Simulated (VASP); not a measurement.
# Si2W (AlB2 type) (P6/mmm) in VASP: further runs

Runs on Si2W (AlB2 type). Level: PBE. Tasks: single point.

Everything below comes from runs of VASP 6.6.1. Logs are shortened: lines on timing, memory, paths and dates and some standing lists are left out, and cuts for length are marked.

## 1. The cell of the first run

It takes space group P6/mmm (No. 191, hexagonal). Conventional cell: a = 4.238 Å, b = 4.238 Å, c = 2.567 Å, α = 90.00°, β = 90.00°, γ = 120.00°. W (site symmetry 6/mmm) has 2 W at 2.57 Å and 12 Si at 2.76 Å within 3.4 Å. Within 3.2 Å of Si (site symmetry -6m2) lie 5 Si at 2.45 to 2.57 Å and 6 W at 2.76 Å.

## 2. Single point, PBE

Contents of INCAR:

```
PREC     = Accurate       # precision mode
ENCUT    = 520            # plane-wave cutoff, eV
EDIFF    = 1E-6           # SCF threshold, eV
ISMEAR   = -1             # smearing method
SIGMA    = 0.1            # smearing width, eV
LREAL    = False          # projectors in reciprocal space
LASPH    = True           # aspherical terms in the spheres
NELM     = 80             # most SCF steps
ALGO     = Normal         # electronic algorithm
ISIF     = 2              # what is computed and relaxed
LWAVE    = False          # write WAVECAR
LCHARG   = True           # write CHGCAR
GGA      = PE             # functional
LELF     = True           # ELF
LVHAR    = True         
NBANDS   = 18             # bands
```

Contents of KPOINTS:

```
Automatic mesh
0
Gamma
  10 10 8
```

Contents of POSCAR:

```
Si2W
1.0
    4.2375073878     -0.0000000001      0.0000000000
   -2.1187536939      3.6697890466      0.0000000000
    0.0000000000      0.0000000000      2.5665933992
W Si
1 2
Direct
    0.0000000000      0.0000000000      0.0000000000
    0.3333333333      0.6666666667      0.5000000000
    0.6666666667      0.3333333333      0.5000000000
```

Potentials or basis: VASP PAW PBE potentials, release 64 (W_sv, Si).

Launch:

```
$ cat potpaw_PBE.64/W_sv/POTCAR potpaw_PBE.64/Si/POTCAR > POTCAR
$ mpirun -np 1 vasp_std > vasp.out
```

OUTCAR:

```text
PREC = Accurate
   ENCUT = 520
   EDIFF = 1E-6
   ISMEAR = -1
   LREAL = False
   LASPH = True
   NELM = 80
   ISIF = 2
   GGA = PE

 ion  position               nearest neighbor table
   1  0.000  0.000  0.000-   2 2.76   3 2.76   2 2.76   3 2.76   3 2.76   3 2.76   2 2.76   2 2.76
                             3 2.76   3 2.76   2 2.76   2 2.76
   2  0.333  0.667  0.500-   3 2.45   3 2.45   3 2.45   1 2.76   1 2.76   1 2.76   1 2.76   1 2.76
                             1 2.76
   3  0.667  0.333  0.500-   2 2.45   2 2.45   2 2.45   1 2.76   1 2.76   1 2.76   1 2.76   1 2.76
                             1 2.76

  LATTYP: Found a hexagonal cell.
 ALAT       =     4.2375073878
 C/A-ratio  =     0.6056847020

  Lattice vectors:

 A1 = (   4.2375073878,  -0.0000000001,   0.0000000000)
 A2 = (  -2.1187536939,   3.6697890466,   0.0000000000)
 A3 = (   0.0000000000,   0.0000000000,   2.5665933992)

Analysis of symmetry for initial positions (statically):
=====================================================================
 Subroutine PRICEL returns:
 Original cell was already a primitive cell.

 Routine SETGRP: Setting up the symmetry group for a
 hexagonal supercell.

 Subroutine GETGRP returns: Found 24 space group operations
 (whereof 24 operations were pure point group operations)
 out of a pool of 24 trial point group operations.

The static configuration has the point symmetry D_6h.

Analysis of symmetry for dynamics (positions and initial velocities):
=====================================================================
 Subroutine PRICEL returns:
 Original cell was already a primitive cell.

 Routine SETGRP: Setting up the symmetry group for a
 hexagonal supercell.

 Subroutine GETGRP returns: Found 24 space group operations
 (whereof 24 operations were pure point group operations)
 out of a pool of 24 trial point group operations.

The dynamic configuration has the point symmetry D_6h.

 Subroutine INISYM returns: Found 24 space group operations
 (whereof 24 operations are pure point group operations),
 and found     1 'primitive' translations

----------------------------------------------------------------------------------------

                                     Primitive cell

  volume of cell :      39.9125

  direct lattice vectors                    reciprocal lattice vectors
     4.237507388 -0.000000000  0.000000000     0.235987789  0.136247614  0.000000000
    -2.118753694  3.669789047  0.000000000     0.000000000  0.272495227  0.000000000
     0.000000000  0.000000000  2.566593399     0.000000000  0.000000000  0.389621512

  length of vectors
     4.237507388  4.237507388  2.566593399     0.272495227  0.272495227  0.389621512

  position of ions in fractional coordinates (direct lattice)
     0.000000000  0.000000000  0.000000000
     0.333333333  0.666666667  0.500000000
     0.666666667  0.333333333  0.500000000

  ion indices of the primitive-cell ions
   primitive index   ion index
                 1           1
                 2           2
                 3           3

----------------------------------------------------------------------------------------

 KPOINTS: Automatic mesh

Automatic generation of k-mesh.
 Grid dimensions read from file:
 generate k-points for:   10   10    8

 Generating k-lattice:

  Cartesian coordinates                     Fractional coordinates (reciprocal lattice)
     0.023598779  0.013624761  0.000000000     0.100000000 -0.000000000  0.000000000
     0.000000000  0.027249523  0.000000000     0.000000000  0.100000000  0.000000000
     0.000000000  0.000000000  0.048702689     0.000000000  0.000000000  0.125000000

  Length of vectors
     0.027249523  0.027249523  0.048702689

  Shift w.r.t. Gamma in fractional coordinates (k-lattice)
     0.000000000  0.000000000  0.000000000

 Subroutine IBZKPT returns following result:
 ===========================================

 Found     70 irreducible k-points:

 Following reciprocal coordinates:
            Coordinates               Weight
  0.000000  0.000000  0.000000      1.000000
  0.100000  0.000000  0.000000      6.000000
  0.200000  0.000000  0.000000      6.000000
  0.300000  0.000000  0.000000      6.000000
  0.400000  0.000000  0.000000      6.000000
  0.500000 -0.000000  0.000000      3.000000
[... 16 lines left out ...]
  0.300000  0.100000  0.125000     24.000000
  0.400000  0.100000  0.125000     24.000000
 [... further k-points ...]
   k-points           NKPTS =     70   k-points in BZ     NKDIM =     70   number of bands    NBANDS=     18
   number of dos      NEDOS =    301   number of ions     NIONS =      3
   total plane-waves  NPLWV =  20480
   dimension x,y,z NGX =    32 NGY =   32 NGZ =   20
   dimension x,y,z NGXF=    64 NGYF=   64 NGZF=   40
   ions per type =               1   2
   NGX,Y,Z   is equivalent  to a cutoff of  12.55, 12.55, 12.95 a.u.
   NGXF,Y,Z  is equivalent  to a cutoff of  25.11, 25.11, 25.91 a.u.
 SYSTEM =  unknown system
   PREC   = accura    normal or accurate (medium, high low for compatibility)
   ISTART =      0    job   : 0-new  1-cont  2-samecut
   ICHARG =      2    charge: 1-file 2-atom 10-const
   ISPIN  =      1    spin polarized calculation?
   LNONCOLLINEAR =      F non collinear calculations
   LSORBIT =      F    spin-orbit coupling
   LASPH  =      T    aspherical Exc in radial PAW
   ENCUT  =  520.0 eV  38.22 Ry    6.18 a.u.   7.88  7.88  4.77*2*pi/ulx,y,z
   NELM   =     80;   NELMIN=  2; NELMDL= -5     # of ELM steps
   EDIFF  = 0.1E-05   stopping-criterion for ELM
   LREAL  =      F    real-space projection
   EDIFFG = 0.1E-04   stopping-criterion for IOM
   NSW    =      0    number of steps for IOM
   IBRION =     -1    ionic relax: 0-MD 1-quasi-New 2-CG
   NFREE  =      0    steps in history (QN), initial steepest desc. (CG)
   ISIF   =      2    stress and relaxation
   ISYM   =      2    0-nonsym 1-usesym 2-fastsym
   POTIM  = 0.5000    time-step for ionic-motion
   TEBEG  =    0.0;   TEEND  =   0.0 temperature during run
   PSTRESS=    0.0 pullay stress
   NELECT =      22.0000    total number of electrons
   NUPDOWN=      -1.0000    fix difference up-down
   EMIN   =  10.00;   EMAX   =-10.00  energy-range for DOS
   EFERMI =   0.00;   METHOD = LEGACY
   ISMEAR =    -1;   SIGMA  =   0.10  broadening in eV -4-tet -1-fermi 0-gaus
   EFERMI_NEDOS =   21; number of points for ismear=-14 and -15
   IALGO  =     38    algorithm
   IMIX   =      4    mixing-type and parameters
     AMIX     =   0.40;   BMIX     =  1.00
     AMIX_MAG =   1.60;   BMIX_MAG =  1.00
  volume/ion in A,a.u.               =      13.30        89.78
  Fermi-wavevector in a.u.,A,eV,Ry     =   1.342289  2.536559 24.514174  1.801741
  Thomas-Fermi vector in A             =   2.470455
   LORBIT       =      0    0 simple, 1 ext, 2 COOP (PROOUT), +10 PAW based schemes
   GGA     = PE    functional components
   LHFCALC =     F    Hartree Fock is set to
   AEXX    =    0.0000 exact exchange contribution
   IVDW    =     0    specifies the selected vdW correction
   LEPSILON=     F    determine dielectric tensor
   LRPA    =     F    only Hartree local field effects (RPA)
 non-spin polarized calculation
  energy-cutoff  :      520.00
  volume of cell :       39.91
 maximum number of plane-waves:      1095
 NGX is ok and might be reduce to    32

 number of electron      21.9999999 magnetization

 Free energy of the ion-electron system (eV)
  ---------------------------------------------------
  ext. energy  EPLUGINS =         0.00000000
  ---------------------------------------------------
  free energy    TOTEN  =       -22.66747291 eV

  energy without entropy =      -22.61116450  energy(sigma->0) =      -22.63931870

 E-fermi :  12.5720     XC(G=0): -12.6010

 val. band max:       12.5637452283   @ k =   0.3000   0.2000   0.3750
 cond. band min:      12.6066083160   @ k =   0.5000  -0.0000   0.2500
 fundamental gap:      0.0428630877
 Fermi energy:        12.5720031096

 k-point     1 :       0.0000    0.0000    0.0000
  band No.  band energies     occupation
      1     -61.8627      2.00000
      2     -26.1549      2.00000
      3     -26.1549      2.00000
      4     -25.3913      2.00000
      5      -2.1292      2.00000
      6       5.6583      2.00000
[... 10 lines left out ...]
     17      18.4665      0.00000
     18      20.8323      0.00000

 k-point     2 :       0.1000    0.0000    0.0000
  band No.  band energies     occupation
      1     -61.8627      2.00000
      2     -26.1569      2.00000
      3     -26.1554      2.00000
      4     -25.3913      2.00000
      5      -2.0040      2.00000
      6       4.9083      2.00000
[... 10 lines left out ...]
     17      18.6961      0.00000
     18      20.7933      0.00000

 k-point     3 :       0.2000    0.0000    0.0000
  band No.  band energies     occupation
      1     -61.8626      2.00000
      2     -26.1619      2.00000
      3     -26.1566      2.00000
      4     -25.3911      2.00000
      5      -1.6355      2.00000
      6       3.7952      2.00000
[... 10 lines left out ...]
     17      19.3046      0.00000
     18      21.0795      0.00000

 k-point     4 :       0.3000    0.0000    0.0000
  band No.  band energies     occupation
      1     -61.8625      2.00000
      2     -26.1682      2.00000
      3     -26.1581      2.00000
      4     -25.3909      2.00000
      5      -1.0458      2.00000
      6       2.7197      2.00000
[... 375 lines left out ...]
      4     -25.6415      2.00000
      5      -0.9198      2.00000
      6       3.4667      2.00000
[... 10 lines left out ...]
     17      20.7966      0.00000
     18      21.3813      0.00000

 k-point    23 :       0.3000    0.1000    0.1250
  band No.  band energies     occupation
      1     -61.8433      2.00000
      2     -26.1414      2.00000
      3     -26.1309      2.00000
      4     -25.6411      2.00000
      5      -0.2631      2.00000
      6       2.5062      2.00000
[... 10 lines left out ...]
     17      20.1345      0.00000
     18      21.2850      0.00000

 k-point    24 :       0.4000    0.1000    0.1250
  band No.  band energies     occupation
      1     -61.8432      2.00000
      2     -26.1445      2.00000
      3     -26.1319      2.00000
      4     -25.6409      2.00000
      5       0.5056      2.00000
      6       1.5993      2.00000
[... 10 lines left out ...]
     17      19.3120      0.00000
     18      21.2578      0.00000

 [... further k-points ...]

------------------------ aborting loop because EDIFF is reached ----------------------------------------

  FORCE on cell =-STRESS in cart. coord.  units (eV):
  Direction    XX          YY          ZZ          XY          YZ          ZX
  --------------------------------------------------------------------------------------
  -------------------------------------------------------------------------------------
  Total        3.0742077      3.0742077      3.1588591     -0.0000000      0.0000000      0.0000000
  in kB      123.4056775    123.4056775    126.8037797     -0.0000000      0.0000000      0.0000000
  external PRESSURE =     124.5383782 kB  Pullay stress =       0.0000000 kB

 VOLUME and BASIS-vectors are now :
 -----------------------------------------------------------------------------
  energy-cutoff  :      520.00
  volume of cell :       39.91
      direct lattice vectors                 reciprocal lattice vectors
     4.237507388 -0.000000000  0.000000000     0.235987789  0.136247614  0.000000000
    -2.118753694  3.669789047  0.000000000     0.000000000  0.272495227  0.000000000
     0.000000000  0.000000000  2.566593399     0.000000000  0.000000000  0.389621512

 POSITION                                       TOTAL-FORCE (eV/Angst)
 -----------------------------------------------------------------------------------
      0.00000      0.00000      0.00000         0.000000     -0.000000     -0.000000
     -0.00000      2.44653      1.28330        -0.000000     -0.000000      0.000000
      2.11875      1.22326      1.28330         0.000000      0.000000     -0.000000
 -----------------------------------------------------------------------------------
    total drift:                                0.000000     -0.000000      0.000000

  FREE ENERGIE OF THE ION-ELECTRON SYSTEM (eV)
  ---------------------------------------------------
  free  energy   TOTEN  =       -22.6674729079 eV

  energy  without entropy=      -22.6111644965  energy(sigma->0) =      -22.63931870
```

Wall time 14 s (1 thread of Intel Xeon 6975P-C (Granite Rapids), shared host); peak memory 0.18 GiB.

What came out:

- Free energy: -22.6675 eV
- Pressure: 12.5 GPa
- Band gap on the k mesh: zero (band 11 reaches 14.28 eV, above the bottom of band 12 at 10.70 eV)

Levels at points of the mesh, in eV from the Fermi level:
```tsv
k point	band 9	band 10	band 11	band 12	band 13	band 14
(0.00, 0.00, 0.00)	-5.13	-1.46	-1.46	2.33	2.33	3.88
(0.50, 0.00, 0.00)	-3.30	-2.59	1.54	2.17	2.56	3.37
(0.00, 0.00, 0.50)	-2.32	-2.32	-1.87	-1.87	-1.13	1.40
(0.50, 0.00, 0.50)	-5.99	-0.87	-0.28	0.55	1.01	1.64
```

Caveat: spin-orbit coupling is left out, which moves the levels of the heavy elements.

## 3. Single point, PBE

Contents of INCAR:

```
SYSTEM = Si2W
PREC     = Accurate       ! precision mode
ENCUT    = 520            ! plane-wave cutoff, eV
EDIFF    = 1E-6           ! SCF threshold, eV
ISMEAR   = -1             ! smearing method
SIGMA    = 0.1            ! smearing width, eV
LREAL    = .False.        ! projectors in reciprocal space
LASPH    = .True.         ! aspherical terms in the spheres
NELM     = 100            ! most SCF steps
ALGO     = Normal         ! electronic algorithm
ISIF     = 2              ! what is computed and relaxed
LWAVE    = .False.        ! write WAVECAR
LCHARG   = .False.        ! write CHGCAR
GGA      = PE             ! functional
NBANDS   = 18             ! bands
```

Contents of KPOINTS:

```
Automatic mesh
0
Gamma
  10 10 8
  0 0 0
```

POSCAR is that of step 2.

Potentials or basis: VASP PAW PBE potentials, release 64 (W_sv, Si).

Launch:

```
$ cat potpaw_PBE.64/W_sv/POTCAR potpaw_PBE.64/Si/POTCAR > POTCAR
$ mpirun -np 1 vasp_std > vasp.out
```

It took 16 s on 1 thread of Intel Xeon 6975P-C (Granite Rapids), shared host; peak memory 0.18 GiB.

The run converged. Its results:

| Property | Result |
| --- | --- |
| Free energy | -22.6675 eV |
| Pressure | 12.5 GPa |
| Band gap on the k mesh | zero (band 11 reaches 14.28 eV, above the bottom of band 12 at 10.70 eV) |

Stress tensor (GPa, compression positive):
```
12.34  0.00  0.00
 0.00 12.34  0.00
 0.00  0.00 12.68
```

Levels at points of the mesh, in eV from the Fermi level:
```csv
k point,band 8,band 9,band 10,band 11,band 12,band 13,band 14,band 15
"(0.00, 0.00, 0.00)",-5.23,-5.13,-1.46,-1.46,2.33,2.33,3.88,3.88
"(0.50, 0.00, 0.00)",-6.09,-3.30,-2.59,1.54,2.17,2.56,3.37,5.09
"(0.00, 0.00, 0.50)",-5.15,-2.32,-2.32,-1.87,-1.87,-1.13,1.40,5.80
"(0.50, 0.00, 0.50)",-6.11,-5.99,-0.87,-0.28,0.55,1.01,1.64,1.96
```

Caveat: spin-orbit coupling is left out, which moves the levels of the heavy elements.
